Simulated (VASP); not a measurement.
# CdS (R3m) in VASP: single point with PBE

Aim: the single point of CdS with PBE.

Everything below comes from runs of VASP 6.6.1. Logs are shortened: lines on timing, memory, paths and dates and some standing lists are left out, and cuts for length are marked.

### 1 The cell of the first run

The typed cell holds 6 atoms: a = 4.191 Å, b = 4.191 Å, c = 10.264 Å, α = 90.00°, β = 90.00°, γ = 120.00°.

### 2 Single point, PBE

The input, INCAR:

```
SYSTEM = CdS
PREC = Accurate ; ENCUT = 520
EDIFF = 1E-6 ; ISMEAR = 0
SIGMA = 0.02 ; LREAL = .FALSE.
LASPH = .TRUE. ; NELM = 100
ALGO = Normal ; ISIF = 2
LWAVE = .FALSE. ; LCHARG = .TRUE.
GGA = PE ; LELF = .TRUE.
LVHAR = .TRUE. ; NBANDS = 36
```

The input, KPOINTS:

```
regular mesh
0
G
  12 12 3
  0 0 0
```

The input, POSCAR:

```
CdS
1.0
    4.1909692468      0.0000000000      0.0000000000
   -2.0954846234      3.6294858342      0.0000000000
    0.0000000000      0.0000000000     10.2635756254
Cd S
3 3
Direct
    0.0000000000      0.0000000000      0.0000570259
    0.3333333333      0.6666666667      0.3333903592
    0.6666666667      0.3333333333      0.6667236926
    0.0000000000      0.0000000000      0.2499429741
    0.3333333333      0.6666666667      0.5832763074
    0.6666666667      0.3333333333      0.9166096408
```

Potentials or basis: VASP PAW PBE potentials, release 64 (Cd, S).

On the command line:

```console
> cat potpaw_PBE.64/Cd/POTCAR potpaw_PBE.64/S/POTCAR > POTCAR
> mpirun -np 1 vasp_std > vasp.out
```

OUTCAR:

```text
SYSTEM = CdS
   PREC = Accurate
   ENCUT = 520
   EDIFF = 1E-6
   ISMEAR = 0
   LREAL = .FALSE.
   LASPH = .TRUE.
   NELM = 100
   ISIF = 2
   GGA = PE

 ion  position               nearest neighbor table
   1  0.000  0.000  0.000-   4 2.56   6 2.57   6 2.57   6 2.57
   2  0.333  0.667  0.333-   5 2.56   4 2.57   4 2.57   4 2.57
   3  0.667  0.333  0.667-   6 2.56   5 2.57   5 2.57   5 2.57
   4  0.000  0.000  0.250-   1 2.56   2 2.57   2 2.57   2 2.57
   5  0.333  0.667  0.583-   2 2.56   3 2.57   3 2.57   3 2.57
   6  0.667  0.333  0.917-   3 2.56   1 2.57   1 2.57   1 2.57

  LATTYP: Found a hexagonal cell.
 ALAT       =     4.1909692468
 C/A-ratio  =     2.4489742160

  Lattice vectors:

 A1 = (   4.1909692468,   0.0000000000,   0.0000000000)
 A2 = (  -2.0954846234,   3.6294858342,   0.0000000000)
 A3 = (   0.0000000000,   0.0000000000,  10.2635756254)

Analysis of symmetry for initial positions (statically):
=====================================================================
 Subroutine PRICEL returns following result:

  LATTYP: Found a trigonal (rhomboedric) cell.
 ALAT       =     4.1903812387
 COS(alpha) =     0.4998596668

  Lattice vectors:

 A1 = (   2.0954846230,   1.2098286116,  -3.4211918758)
 A2 = (   0.0000000002,  -2.4196572229,  -3.4211918748)
 A3 = (  -2.0954846232,   1.2098286113,  -3.4211918748)

   3 primitive cells build up your supercell.

 Routine SETGRP: Setting up the symmetry group for a
 hexagonal supercell.

 Subroutine GETGRP returns: Found  6 space group operations
 (whereof  6 operations were pure point group operations)
 out of a pool of 24 trial point group operations.

The static configuration has the point symmetry C_3v.

Analysis of symmetry for dynamics (positions and initial velocities):
=====================================================================
 Subroutine PRICEL returns following result:

  LATTYP: Found a trigonal (rhomboedric) cell.
 ALAT       =     4.1903812387
 COS(alpha) =     0.4998596668

  Lattice vectors:

 A1 = (   2.0954846230,   1.2098286116,  -3.4211918758)
 A2 = (   0.0000000002,  -2.4196572229,  -3.4211918748)
 A3 = (  -2.0954846232,   1.2098286113,  -3.4211918748)

   3 primitive cells build up your supercell.

 Routine SETGRP: Setting up the symmetry group for a
 hexagonal supercell.

 Subroutine GETGRP returns: Found  6 space group operations
 (whereof  6 operations were pure point group operations)
 out of a pool of 24 trial point group operations.

The dynamic configuration has the point symmetry C_3v.

 Subroutine INISYM returns: Found  6 space group operations
 (whereof  6 operations are pure point group operations),
 and found     3 'primitive' translations

----------------------------------------------------------------------------------------

                                     Primitive cell

  volume of cell :      52.0400

  direct lattice vectors                    reciprocal lattice vectors
     2.095484623  1.209828612 -3.421191876     0.238608289  0.137760560 -0.097431932
     0.000000000 -2.419657223 -3.421191875     0.000000000 -0.275521119 -0.097431932
    -2.095484623  1.209828611 -3.421191875    -0.238608289  0.137760560 -0.097431932

  length of vectors
     4.190381239  4.190381238  4.190381238     0.292241114  0.292241114  0.292241114

  position of ions in fractional coordinates (direct lattice)
     0.999942974  0.999942974  0.999942974
     0.750057026  0.750057026  0.750057026

  ion indices of the primitive-cell ions
   primitive index   ion index
                 1           1
                 2           4

----------------------------------------------------------------------------------------

 KPOINTS: regular mesh

Automatic generation of k-mesh.
 Grid dimensions read from file:
 generate k-points for:   12   12    3

 Generating k-lattice:

  Cartesian coordinates                     Fractional coordinates (reciprocal lattice)
     0.019884024  0.011480047  0.000000000     0.083333333  0.000000000  0.000000000
     0.000000000  0.022960093  0.000000000     0.000000000  0.083333333  0.000000000
     0.000000000  0.000000000  0.032477311     0.000000000  0.000000000  0.333333333

  Length of vectors
     0.022960093  0.022960093  0.032477311

  Shift w.r.t. Gamma in fractional coordinates (k-lattice)
     0.000000000  0.000000000  0.000000000

 Subroutine IBZKPT returns following result:
 ===========================================

 Found     50 irreducible k-points:

 Following reciprocal coordinates:
            Coordinates               Weight
  0.000000  0.000000  0.000000      1.000000
  0.083333  0.000000  0.000000      6.000000
  0.166667  0.000000  0.000000      6.000000
  0.250000 -0.000000  0.000000      6.000000
  0.333333  0.000000  0.000000      6.000000
  0.416667  0.000000  0.000000      6.000000
[... 16 lines left out ...]
  0.166667  0.000000  0.333333      6.000000
  0.000000  0.166667  0.333333      6.000000
 [... further k-points ...]
   k-points           NKPTS =     50   k-points in BZ     NKDIM =     50   number of bands    NBANDS=     36
   number of dos      NEDOS =    301   number of ions     NIONS =      6
   total plane-waves  NPLWV =  81920
   dimension x,y,z NGX =    32 NGY =   32 NGZ =   80
   dimension x,y,z NGXF=    64 NGYF=   64 NGZF=  160
   ions per type =               3   3
   NGX,Y,Z   is equivalent  to a cutoff of  12.69, 12.69, 12.96 a.u.
   NGXF,Y,Z  is equivalent  to a cutoff of  25.39, 25.39, 25.92 a.u.
 SYSTEM =  CdS
   PREC   = accura    normal or accurate (medium, high low for compatibility)
   ISTART =      0    job   : 0-new  1-cont  2-samecut
   ICHARG =      2    charge: 1-file 2-atom 10-const
   ISPIN  =      1    spin polarized calculation?
   LNONCOLLINEAR =      F non collinear calculations
   LSORBIT =      F    spin-orbit coupling
   LASPH  =      T    aspherical Exc in radial PAW
   ENCUT  =  520.0 eV  38.22 Ry    6.18 a.u.   7.79  7.79 19.08*2*pi/ulx,y,z
   NELM   =    100;   NELMIN=  2; NELMDL= -5     # of ELM steps
   EDIFF  = 0.1E-05   stopping-criterion for ELM
   LREAL  =      F    real-space projection
   EDIFFG = 0.1E-04   stopping-criterion for IOM
   NSW    =      0    number of steps for IOM
   IBRION =     -1    ionic relax: 0-MD 1-quasi-New 2-CG
   NFREE  =      0    steps in history (QN), initial steepest desc. (CG)
   ISIF   =      2    stress and relaxation
   ISYM   =      2    0-nonsym 1-usesym 2-fastsym
   POTIM  = 0.5000    time-step for ionic-motion
   TEBEG  =    0.0;   TEEND  =   0.0 temperature during run
   PSTRESS=    0.0 pullay stress
   NELECT =      54.0000    total number of electrons
   NUPDOWN=      -1.0000    fix difference up-down
   EMIN   =  10.00;   EMAX   =-10.00  energy-range for DOS
   EFERMI =   0.00;   METHOD = LEGACY
   ISMEAR =     0;   SIGMA  =   0.02  broadening in eV -4-tet -1-fermi 0-gaus
   EFERMI_NEDOS =   21; number of points for ismear=-14 and -15
   IALGO  =     38    algorithm
   IMIX   =      4    mixing-type and parameters
     AMIX     =   0.40;   BMIX     =  1.00
     AMIX_MAG =   1.60;   BMIX_MAG =  1.00
  volume/ion in A,a.u.               =      26.02       175.59
  Fermi-wavevector in a.u.,A,eV,Ry     =   1.149176  2.171628 17.967938  1.320606
  Thomas-Fermi vector in A             =   2.285847
   LORBIT       =      0    0 simple, 1 ext, 2 COOP (PROOUT), +10 PAW based schemes
   GGA     = PE    functional components
   LHFCALC =     F    Hartree Fock is set to
   AEXX    =    0.0000 exact exchange contribution
   IVDW    =     0    specifies the selected vdW correction
   LEPSILON=     F    determine dielectric tensor
   LRPA    =     F    only Hartree local field effects (RPA)
 non-spin polarized calculation
 Gauss-broadening in eV      SIGMA  =   0.02
  energy-cutoff  :      520.00
  volume of cell :      156.12
 maximum number of plane-waves:      4260
   NGX = 15   NGY = 15   NGZ = 39

 number of electron      54.0000005 magnetization

 Free energy of the ion-electron system (eV)
  ---------------------------------------------------
  ext. energy  EPLUGINS =         0.00000000
  ---------------------------------------------------
  free energy    TOTEN  =       -18.44231595 eV

  energy without entropy =      -18.44231595  energy(sigma->0) =      -18.44231595

 E-fermi :   1.0437     XC(G=0):  -8.9283

 val. band max:        0.9174530053   @ k =   0.0000   0.0000   0.0000
 cond. band min:       1.9612552555   @ k =   0.0000   0.0000   0.0000
 fundamental gap:      1.0438022501
 Fermi energy:         1.0437082599

 k-point     1 :       0.0000    0.0000    0.0000
  band No.  band energies     occupation
      1     -11.1713      2.00000
      2     -10.8841      2.00000
      3     -10.8841      2.00000
      4      -6.6515      2.00000
      5      -6.6501      2.00000
      6      -6.6501      2.00000
[... 28 lines left out ...]
     35       7.5579      0.00000
     36       7.9900      0.00000

 k-point     2 :       0.0833    0.0000    0.0000
  band No.  band energies     occupation
      1     -11.1485      2.00000
      2     -10.8708      2.00000
      3     -10.8703      2.00000
      4      -6.6438      2.00000
      5      -6.6402      2.00000
      6      -6.6315      2.00000
[... 28 lines left out ...]
     35       7.5713      0.00000
     36       7.9013      0.00000

 k-point     3 :       0.1667    0.0000    0.0000
  band No.  band energies     occupation
      1     -11.0853      2.00000
      2     -10.8361      2.00000
      3     -10.8318      2.00000
      4      -6.6229      2.00000
      5      -6.6135      2.00000
      6      -6.5717      2.00000
[... 28 lines left out ...]
     35       7.7648      0.00000
     36       7.8336      0.00000
[... 742 lines left out ...]
 k-point    23 :       0.1667    0.0000    0.3333
  band No.  band energies     occupation
      1     -11.0445      2.00000
      2     -10.9488      2.00000
      3     -10.7605      2.00000
      4      -6.5836      2.00000
      5      -6.5826      2.00000
      6      -6.5778      2.00000
[... 28 lines left out ...]
     35       8.0508      0.00000
     36       8.1971      0.00000

 k-point    24 :       0.0000    0.1667    0.3333
  band No.  band energies     occupation
      1     -11.0475      2.00000
      2     -10.9441      2.00000
      3     -10.7622      2.00000
      4      -6.6114      2.00000
      5      -6.6011      2.00000
      6      -6.5587      2.00000
[... 28 lines left out ...]
     35       7.9067      0.00000
     36       8.2991      0.00000

 [... further k-points ...]
[... 5 lines left out ...]
  --------------------------------------------------------------------------------------
  -------------------------------------------------------------------------------------
  Total        0.2718675      0.2718675      0.3242062      0.0000000      0.0000000      0.0000000
  in kB        2.7900349      2.7900349      3.3271596      0.0000000      0.0000000      0.0000000
  external PRESSURE =       2.9690765 kB  Pullay stress =       0.0000000 kB

 VOLUME and BASIS-vectors are now :
 -----------------------------------------------------------------------------
  energy-cutoff  :      520.00
  volume of cell :      156.12
      direct lattice vectors                 reciprocal lattice vectors
     4.190969247  0.000000000  0.000000000     0.238608289  0.137760560  0.000000000
    -2.095484623  3.629485834  0.000000000     0.000000000  0.275521119  0.000000000
     0.000000000  0.000000000 10.263575625     0.000000000  0.000000000  0.097431932

 POSITION                                       TOTAL-FORCE (eV/Angst)
 -----------------------------------------------------------------------------------
      0.00000      0.00000      0.00059        -0.000000     -0.000000     -0.006499
     -0.00000      2.41966      3.42178        -0.000000      0.000000     -0.006499
      2.09548      1.20983      6.84297        -0.000000      0.000000     -0.006499
      0.00000      0.00000      2.56531         0.000000     -0.000000      0.006499
     -0.00000      2.41966      5.98650         0.000000     -0.000000      0.006499
      2.09548      1.20983      9.40769         0.000000     -0.000000      0.006499
 -----------------------------------------------------------------------------------
    total drift:                                0.000001     -0.000001     -0.000068

  FREE ENERGIE OF THE ION-ELECTRON SYSTEM (eV)
  ---------------------------------------------------
  free  energy   TOTEN  =       -18.4423159481 eV

  energy  without entropy=      -18.4423159481  energy(sigma->0) =      -18.44231595
```

Wall time 1.8 min (1 thread of Intel Xeon 6975P-C (Granite Rapids), shared host); peak memory 0.39 GiB.

Results:

| Quantity | Value |
| --- | --- |
| Free energy | -18.4423 eV |
| Pressure | 0.3 GPa |
| Largest force | 0.006 eV/Å |
| Band gap on the k mesh | 1.04 eV |

Forces on the atoms (eV/Å):
```
Cd   0.000  0.000 -0.006
Cd   0.000  0.000 -0.006
Cd   0.000  0.000 -0.006
S    0.000  0.000  0.006
S    0.000  0.000  0.006
S    0.000  0.000  0.006
```

Caveat: an odd mesh through Γ misses points on the zone boundary, where band edges can lie.
